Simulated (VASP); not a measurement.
A run of VASP 6.6.1 is set up as follows.

INCAR

```
SYSTEM = Ni3Pt
ALGO = Normal ; EDIFF = 1E-6
ENCUT = 520 ; ISIF = 2
ISMEAR = -1 ; ISPIN = 2
LASPH = .TRUE. ; LCHARG = .TRUE.
LELF = .TRUE. ; LMAXMIX = 4
LORBIT = 11 ; LREAL = .FALSE.
LVHAR = .TRUE. ; LWAVE = .FALSE.
MAGMOM = 0 0 0 0 ; NBANDS = 32
NELM = 150 ; NUPDOWN = 0.0
PREC = Accurate ; SIGMA = 0.05
```

The input KPOINTS:

```
k-points
0
G
  9 9 9
  0 0 0
```

The input POSCAR:

```
Ni3Pt
1.0
    3.6245667900      0.0000000000      0.0000000000
    0.0000000000      3.6245667900      0.0000000000
    0.0000000000      0.0000000000      3.6245667900
Ni Pt
3 1
Direct
    0.5000000000      0.0000000000      0.5000000000
    0.0000000000      0.5000000000      0.5000000000
    0.5000000000      0.5000000000      0.0000000000
    0.0000000000      0.0000000000      0.0000000000
```

Potentials or basis: VASP PAW LDA potentials, release 64 (Ni, Pt).

Run with:

```bash
$ cat potpaw_LDA.64/Ni/POTCAR potpaw_LDA.64/Pt/POTCAR > POTCAR
$ mpirun -np 1 vasp_std > vasp.out
```

Task: Predict the pressure.

Result: -12.9 GPa.

Caveat: the cell stands under tension; the total moment is fixed, so each spin has its own Fermi level.
